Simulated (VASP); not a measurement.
# NiO (Fm-3m) in VASP: a series of runs

The runs below take NiO through single point, with PBE exchange alone, RPBE.

All numbers are computed with VASP 6.6.1; they aren't measurements. Logs are shortened: lines on timing, memory, paths and dates and some standing lists are left out, and cuts for length are marked.

**1. The cell of the first run**

Symmetry: Fm-3m, No. 225, cubic system. The conventional cell has a = 4.087 Å, b = 4.087 Å, c = 4.087 Å, α = 90.00°, β = 90.00°, γ = 90.00°. Within 2.7 Å of Ni (site symmetry m-3m) lie 6 O at 2.04 Å. O (site symmetry m-3m) has 6 Ni at 2.04 Å within 2.7 Å.

**2. Single point, PBE exchange alone, collinear spin, ferromagnetic start**

INCAR

```
PREC = Accurate ; ENCUT = 520
EDIFF = 1E-6 ; ISMEAR = -1
SIGMA = 0.05 ; LREAL = F
LASPH = T ; NELM = 150
ALGO = Normal ; ISIF = 2
LWAVE = F ; LCHARG = T
ISPIN = 2 ; MAGMOM = 1 0
LORBIT = 11 ; LMAXMIX = 4
GGA = PE ; ALDAC = 0.0
AGGAC = 0.0 ; LELF = T
LVHAR = T ; NBANDS = 19
```

KPOINTS

```
Automatic mesh
0
Gamma
  11 11 11
```

POSCAR

```
NiO
1.0
    0.0000000000      2.0433202721      2.0433202721
    2.0433202721      0.0000000000      2.0433202721
    2.0433202721      2.0433202721      0.0000000000
Ni O
1 1
Direct
    0.0000000000      0.0000000000      0.0000000000
    0.5000000000      0.5000000000      0.5000000000
```

Potentials or basis: VASP PAW PBE potentials, release 64 (Ni, O).

Run with:

```bash
> cat potpaw_PBE.64/Ni/POTCAR potpaw_PBE.64/O/POTCAR > POTCAR
> mpirun -np 1 vasp_std > vasp.out
```

OUTCAR:

```text
PREC = Accurate
   ENCUT = 520
   EDIFF = 1E-6
   ISMEAR = -1
   LREAL = F
   LASPH = T
   NELM = 150
   ISIF = 2
   ISPIN = 2
   LORBIT = 11
   GGA = PE

 ion  position               nearest neighbor table
   1  0.000  0.000  0.000-   2 2.04   2 2.04   2 2.04   2 2.04   2 2.04   2 2.04
   2  0.500  0.500  0.500-   1 2.04   1 2.04   1 2.04   1 2.04   1 2.04   1 2.04

  LATTYP: Found a face centered cubic cell.
 ALAT       =     4.0866405442

  Lattice vectors:

 A1 = (   0.0000000000,   2.0433202721,   2.0433202721)
 A2 = (   2.0433202721,   0.0000000000,   2.0433202721)
 A3 = (   2.0433202721,   2.0433202721,   0.0000000000)

Analysis of symmetry for initial positions (statically):
=====================================================================
 Subroutine PRICEL returns:
 Original cell was already a primitive cell.

 Routine SETGRP: Setting up the symmetry group for a
 face centered cubic supercell.

 Subroutine GETGRP returns: Found 48 space group operations
 (whereof 48 operations were pure point group operations)
 out of a pool of 48 trial point group operations.

The static configuration has the point symmetry O_h .

Analysis of symmetry for dynamics (positions and initial velocities):
=====================================================================
 Subroutine PRICEL returns:
 Original cell was already a primitive cell.

 Routine SETGRP: Setting up the symmetry group for a
 face centered cubic supercell.

 Subroutine GETGRP returns: Found 48 space group operations
 (whereof 48 operations were pure point group operations)
 out of a pool of 48 trial point group operations.

The dynamic configuration has the point symmetry O_h .

Analysis of structural, dynamic, and magnetic symmetry:
=====================================================================
 Subroutine PRICEL returns:
 Original cell was already a primitive cell.

 Routine SETGRP: Setting up the symmetry group for a
 face centered cubic supercell.

 Subroutine GETGRP returns: Found 48 space group operations
 (whereof 48 operations were pure point group operations)
 out of a pool of 48 trial point group operations.

The overall configuration has the point symmetry O_h .

 Subroutine INISYM returns: Found 48 space group operations
 (whereof 48 operations are pure point group operations),
 and found     1 'primitive' translations

----------------------------------------------------------------------------------------

                                     Primitive cell

  volume of cell :      17.0624

  direct lattice vectors                    reciprocal lattice vectors
     0.000000000  2.043320272  2.043320272    -0.244699770  0.244699770  0.244699770
     2.043320272  0.000000000  2.043320272     0.244699770 -0.244699770  0.244699770
     2.043320272  2.043320272  0.000000000     0.244699770  0.244699770 -0.244699770

  length of vectors
     2.889691241  2.889691241  2.889691241     0.423832434  0.423832434  0.423832434

  position of ions in fractional coordinates (direct lattice)
     0.000000000  0.000000000  0.000000000
     0.500000000  0.500000000  0.500000000

  ion indices of the primitive-cell ions
   primitive index   ion index
                 1           1
                 2           2

----------------------------------------------------------------------------------------

 KPOINTS: Automatic mesh

Automatic generation of k-mesh.
 Grid dimensions read from file:
 generate k-points for:   11   11   11

 Generating k-lattice:

  Cartesian coordinates                     Fractional coordinates (reciprocal lattice)
    -0.022245434  0.022245434  0.022245434     0.090909091  0.000000000  0.000000000
     0.022245434 -0.022245434  0.022245434     0.000000000  0.090909091  0.000000000
     0.022245434  0.022245434 -0.022245434     0.000000000  0.000000000  0.090909091

  Length of vectors
     0.038530221  0.038530221  0.038530221

  Shift w.r.t. Gamma in fractional coordinates (k-lattice)
     0.000000000  0.000000000  0.000000000

 Subroutine IBZKPT returns following result:
 ===========================================

 Found     56 irreducible k-points:

 Following reciprocal coordinates:
            Coordinates               Weight
  0.000000  0.000000  0.000000      1.000000
  0.090909  0.000000  0.000000      8.000000
  0.181818  0.000000  0.000000      8.000000
  0.272727  0.000000  0.000000      8.000000
  0.363636  0.000000  0.000000      8.000000
  0.454545  0.000000  0.000000      8.000000
[... 16 lines left out ...]
 -0.272727  0.181818  0.000000     24.000000
 -0.181818  0.181818  0.000000     12.000000
 [... further k-points ...]
   k-points           NKPTS =     56   k-points in BZ     NKDIM =     56   number of bands    NBANDS=     19
   number of dos      NEDOS =    301   number of ions     NIONS =      2
   total plane-waves  NPLWV =  13824
   dimension x,y,z NGX =    24 NGY =   24 NGZ =   24
   dimension x,y,z NGXF=    48 NGYF=   48 NGZF=   48
   ions per type =               1   1
   NGX,Y,Z   is equivalent  to a cutoff of  13.81, 13.81, 13.81 a.u.
   NGXF,Y,Z  is equivalent  to a cutoff of  27.61, 27.61, 27.61 a.u.
 SYSTEM =  unknown system
   PREC   = accura    normal or accurate (medium, high low for compatibility)
   ISTART =      0    job   : 0-new  1-cont  2-samecut
   ICHARG =      2    charge: 1-file 2-atom 10-const
   ISPIN  =      2    spin polarized calculation?
   LNONCOLLINEAR =      F non collinear calculations
   LSORBIT =      F    spin-orbit coupling
   LASPH  =      T    aspherical Exc in radial PAW
   ENCUT  =  520.0 eV  38.22 Ry    6.18 a.u.   5.37  5.37  5.37*2*pi/ulx,y,z
   NELM   =    150;   NELMIN=  2; NELMDL= -5     # of ELM steps
   EDIFF  = 0.1E-05   stopping-criterion for ELM
   LREAL  =      F    real-space projection
   EDIFFG = 0.1E-04   stopping-criterion for IOM
   NSW    =      0    number of steps for IOM
   IBRION =     -1    ionic relax: 0-MD 1-quasi-New 2-CG
   NFREE  =      0    steps in history (QN), initial steepest desc. (CG)
   ISIF   =      2    stress and relaxation
   ISYM   =      2    0-nonsym 1-usesym 2-fastsym
   POTIM  = 0.5000    time-step for ionic-motion
   TEBEG  =    0.0;   TEEND  =   0.0 temperature during run
   PSTRESS=    0.0 pullay stress
   NELECT =      16.0000    total number of electrons
   NUPDOWN=      -1.0000    fix difference up-down
   EMIN   =  10.00;   EMAX   =-10.00  energy-range for DOS
   EFERMI =   0.00;   METHOD = LEGACY
   ISMEAR =    -1;   SIGMA  =   0.05  broadening in eV -4-tet -1-fermi 0-gaus
   EFERMI_NEDOS =   21; number of points for ismear=-14 and -15
   IALGO  =     38    algorithm
   IMIX   =      4    mixing-type and parameters
     AMIX     =   0.40;   BMIX     =  1.00
     AMIX_MAG =   1.60;   BMIX_MAG =  1.00
  volume/ion in A,a.u.               =       8.53        57.57
  Fermi-wavevector in a.u.,A,eV,Ry     =   1.602391  3.028079 34.935075  2.567656
  Thomas-Fermi vector in A             =   2.699219
   LORBIT       =     11    0 simple, 1 ext, 2 COOP (PROOUT), +10 PAW based schemes
   GGA     = PE    functional components
   LHFCALC =     F    Hartree Fock is set to
   AEXX    =    0.0000 exact exchange contribution
   IVDW    =     0    specifies the selected vdW correction
   LEPSILON=     F    determine dielectric tensor
   LRPA    =     F    only Hartree local field effects (RPA)
 spin polarized calculation
  energy-cutoff  :      520.00
  volume of cell :       17.06
 maximum number of plane-waves:       477
 NGX is ok and might be reduce to    24
   NGX = 11   NGY = 11   NGZ = 11

 number of electron      15.9999994 magnetization       1.7632822

 Free energy of the ion-electron system (eV)
  ---------------------------------------------------
  ext. energy  EPLUGINS =         0.00000000
  ---------------------------------------------------
  free energy    TOTEN  =        -8.71524981 eV

  energy without entropy =       -8.70647050  energy(sigma->0) =       -8.71086016

 E-fermi :  10.6222     XC(G=0): -11.2103

 val. band max:       10.5676993815   @ k =   0.2727   0.1818   0.0000
 cond. band min:      10.6277231621   @ k =   0.4545   0.0909   0.0000
 fundamental gap:      0.0600237806
 Fermi energy:        10.6221693795

 spin component 1

 k-point     1 :       0.0000    0.0000    0.0000
  band No.  band energies     occupation
      1     -10.3978      1.00000
      2       7.2119      1.00000
      3       7.2119      1.00000
      4       7.2594      1.00000
      5       7.2594      1.00000
      6       7.2594      1.00000
[... 11 lines left out ...]
     18      37.5482      0.00000
     19      37.5482      0.00000
[... 485 lines left out ...]
 k-point    24 :      -0.1818    0.1818    0.0000
  band No.  band energies     occupation
      1      -9.4807      1.00000
      2       3.4828      1.00000
      3       4.5996      1.00000
      4       5.3081      1.00000
      5       7.8684      1.00000
      6       7.9724      1.00000
[... 11 lines left out ...]
     18      42.7370      0.00000
     19      43.9283      0.00000

 [... further k-points ...]

 spin component 2

 k-point     1 :       0.0000    0.0000    0.0000
  band No.  band energies     occupation
      1      -9.8796      1.00000
      2       7.8687      1.00000
      3       7.8687      1.00000
      4       7.8687      1.00000
      5       8.5254      1.00000
      6       8.5256      1.00000
[... 11 lines left out ...]
     18      38.2507      0.00000
     19      38.2510      0.00000
[... 485 lines left out ...]
 k-point    24 :      -0.1818    0.1818    0.0000
  band No.  band energies     occupation
      1      -8.9271      1.00000
      2       4.1482      1.00000
      3       5.9037      1.00000
      4       5.9274      1.00000
      5       8.9230      1.00000
      6       9.5458      1.00000
[... 11 lines left out ...]
     18      43.2350      0.00000
     19      44.1984      0.00000

 [... further k-points ...]

------------------------ aborting loop because EDIFF is reached ----------------------------------------

  FORCE on cell =-STRESS in cart. coord.  units (eV):
  Direction    XX          YY          ZZ          XY          YZ          ZX
  --------------------------------------------------------------------------------------
  -------------------------------------------------------------------------------------
  Total        5.3239689      5.3239689      5.3239689     -0.0000000      0.0000000      0.0000000
  in kB      499.9271964    499.9271964    499.9271964     -0.0000000      0.0000000      0.0000000
  external PRESSURE =     499.9271964 kB  Pullay stress =       0.0000000 kB

 VOLUME and BASIS-vectors are now :
 -----------------------------------------------------------------------------
  energy-cutoff  :      520.00
  volume of cell :       17.06
      direct lattice vectors                 reciprocal lattice vectors
     0.000000000  2.043320272  2.043320272    -0.244699770  0.244699770  0.244699770
     2.043320272  0.000000000  2.043320272     0.244699770 -0.244699770  0.244699770
     2.043320272  2.043320272  0.000000000     0.244699770  0.244699770 -0.244699770

 POSITION                                       TOTAL-FORCE (eV/Angst)
 -----------------------------------------------------------------------------------
      0.00000      0.00000      0.00000         0.000000     -0.000000     -0.000000
      2.04332      2.04332      2.04332        -0.000000      0.000000      0.000000
 -----------------------------------------------------------------------------------
    total drift:                                0.000000     -0.000000     -0.000000

  FREE ENERGIE OF THE ION-ELECTRON SYSTEM (eV)
  ---------------------------------------------------
  free  energy   TOTEN  =        -8.7152498147 eV

  energy  without entropy=       -8.7064704993  energy(sigma->0) =       -8.71086016

 total charge

# of ion       s       p       d       tot
------------------------------------------
    1        0.353   0.455   8.303   9.112
    2        1.553   3.495   0.000   5.048
--------------------------------------------------
tot          1.907   3.950   8.303  14.160

 magnetization (x)

# of ion       s       p       d       tot
------------------------------------------
    1        0.012   0.015   1.424   1.451
    2        0.031   0.242   0.000   0.273
--------------------------------------------------
tot          0.042   0.257   1.424   1.724
```

Run time: 52 s. Hardware: 1 thread of Intel Xeon 8259CL, shared host; peak memory 0.17 GiB.

Results:

```
Free energy                                           : -8.7152 eV
Pressure                                              : 50.0 GPa
Net moment                                            : 1.76 μB per cell
Site moments                                          : Ni +1.45; O +0.27 μB
Valence electrons inside the program's atomic spheres : Ni 9.11; O 5.05
```

Caveat: the cell stands under pressure; a cell with one magnetic atom can't hold antiferromagnetic order, which such compounds often take; semilocal functionals often make such compounds metallic where correlation or magnetic order opens a gap, which also shifts bond lengths.

**3. Single point, RPBE, collinear spin, ferromagnetic start**

This run uses another cell than the first one, of 8.71 Å³/atom.

INCAR

```
SYSTEM = NiO
PREC = Accurate
ENCUT = 520
EDIFF = 1E-6
ISMEAR = -1
SIGMA = 0.05
LREAL = .FALSE.
LASPH = .TRUE.
NELM = 150
ALGO = Normal
ISIF = 2
LWAVE = .FALSE.
LCHARG = .FALSE.
ISPIN = 2
MAGMOM = 1 0
LORBIT = 11
LMAXMIX = 4
GGA = RP
NBANDS = 19
```

KPOINTS

```
Automatic mesh
0
G
  11 11 11
  0 0 0
```

POSCAR

```
NiO
1.0
    0.0000000000      2.0577103256      2.0577103256
    2.0577103256      0.0000000000      2.0577103256
    2.0577103256      2.0577103256      0.0000000000
Ni O
1 1
Direct
    0.0000000000      0.0000000000      0.0000000000
    0.5000000000      0.5000000000      0.5000000000
```

Potentials or basis: VASP PAW PBE potentials, release 64 (Ni, O).

Run with:

```bash
> cat potpaw_PBE.64/Ni/POTCAR potpaw_PBE.64/O/POTCAR > POTCAR
> mpirun -np 1 vasp_std > vasp.out
```

OUTCAR:

```text
SYSTEM = NiO
   PREC = Accurate
   ENCUT = 520
   EDIFF = 1E-6
   ISMEAR = -1
   LREAL = .FALSE.
   LASPH = .TRUE.
   NELM = 150
   ISIF = 2
   ISPIN = 2
   LORBIT = 11
   GGA = RP

 ion  position               nearest neighbor table
   1  0.000  0.000  0.000-   2 2.06   2 2.06   2 2.06   2 2.06   2 2.06   2 2.06
   2  0.500  0.500  0.500-   1 2.06   1 2.06   1 2.06   1 2.06   1 2.06   1 2.06

  LATTYP: Found a face centered cubic cell.
 ALAT       =     4.1154206512

  Lattice vectors:

 A1 = (   0.0000000000,   2.0577103256,   2.0577103256)
 A2 = (   2.0577103256,   0.0000000000,   2.0577103256)
 A3 = (   2.0577103256,   2.0577103256,   0.0000000000)

Analysis of symmetry for initial positions (statically):
=====================================================================
 Subroutine PRICEL returns:
 Original cell was already a primitive cell.

 Routine SETGRP: Setting up the symmetry group for a
 face centered cubic supercell.

[... 727 lines left out ...]
      5       6.7549      1.00000
      6       6.7550      1.00000
[... 517 lines left out ...]
     18      40.7968      0.00000
     19      41.8244      0.00000

 [... further k-points ...]

------------------------ aborting loop because EDIFF is reached ----------------------------------------

  FORCE on cell =-STRESS in cart. coord.  units (eV):
  Direction    XX          YY          ZZ          XY          YZ          ZX
  --------------------------------------------------------------------------------------
  -------------------------------------------------------------------------------------
  Total        2.3371916      2.3371916      2.3371916      0.0000000      0.0000000      0.0000000
  in kB      214.8929607    214.8929607    214.8929607      0.0000000      0.0000000      0.0000000
  external PRESSURE =     214.8929607 kB  Pullay stress =       0.0000000 kB

 VOLUME and BASIS-vectors are now :
 -----------------------------------------------------------------------------
  energy-cutoff  :      520.00
  volume of cell :       17.43
      direct lattice vectors                 reciprocal lattice vectors
     0.000000000  2.057710326  2.057710326    -0.242988527  0.242988527  0.242988527
     2.057710326  0.000000000  2.057710326     0.242988527 -0.242988527  0.242988527
     2.057710326  2.057710326  0.000000000     0.242988527  0.242988527 -0.242988527

 POSITION                                       TOTAL-FORCE (eV/Angst)
 -----------------------------------------------------------------------------------
      0.00000      0.00000      0.00000        -0.000000     -0.000000     -0.000000
      2.05771      2.05771      2.05771         0.000000      0.000000      0.000000
 -----------------------------------------------------------------------------------
    total drift:                                0.000000     -0.000000     -0.000000

  FREE ENERGIE OF THE ION-ELECTRON SYSTEM (eV)
  ---------------------------------------------------
  free  energy   TOTEN  =       -10.5004138107 eV

  energy  without entropy=      -10.4891935172  energy(sigma->0) =      -10.49480366

 total charge

# of ion       s       p       d       tot
------------------------------------------
    1        0.343   0.437   8.279   9.059
    2        1.562   3.455   0.000   5.018
--------------------------------------------------
tot          1.906   3.893   8.279  14.077

 magnetization (x)

# of ion       s       p       d       tot
------------------------------------------
    1        0.011   0.015   1.349   1.375
    2        0.029   0.217   0.000   0.246
--------------------------------------------------
tot          0.040   0.232   1.349   1.621
```

stdout:

```text
POSCAR found type information on POSCAR NiO
 POSCAR found :  2 types and       2 ions
 scaLAPACK will be used
 -----------------------------------------------------------------------------
|                                                                             |
|                                                                             |
|     You enforced a specific xc type in the INCAR file but a different       |
|     I HOPE YOU KNOW WHAT YOU ARE DOING!                                     |
|                                                                             |
 -----------------------------------------------------------------------------

 LDA part: xc-table for (Slater+PW92), standard interpolation
 POSCAR, INCAR and KPOINTS ok, starting setup
 FFT: planning ... GRIDC
 FFT: planning ... GRID_SOFT
 FFT: planning ... GRID
 WAVECAR not read
 entering main loop
```

Wall time 62 s (1 thread of Intel Xeon 8259CL, shared host); peak memory 0.17 GiB.

Results:

```yaml
Free_energy: -10.5004 eV
Pressure: 21.5 GPa
Net_moment: 1.66 μB per cell
Site_moments: Ni +1.38; O +0.25 μB
Valence_electrons_inside_the_program's_atomic_spheres: Ni 9.06; O 5.02
```

Levels at points of the mesh, in eV from the Fermi level:
Spin up:
| k point | band 6 | band 7 | band 8 | band 9 | band 10 | band 11 | band 12 | band 13 |
| --- | --- | --- | --- | --- | --- | --- | --- | --- |
| (0.00, 0.00, 0.00) | -3.21 | -2.79 | -2.79 | -2.79 | 1.78 | 18.00 | 19.26 | 19.26 |
Spin down:
```
           k point  band 4  band 5  band 6  band 7  band 8  band 9  band 10  band 11
(0.00, 0.00, 0.00)   -2.76   -2.01   -2.01   -2.01   -0.70   -0.70     2.10    17.91
```

Caveat: the cell stands under pressure; the PAW data sets were made with another functional, which shifts forces and pressure a little; a cell with one magnetic atom can't hold antiferromagnetic order, which such compounds often take; semilocal functionals often make such compounds metallic where correlation or magnetic order opens a gap, which also shifts bond lengths.

(Part 1 of 2 ends here.)
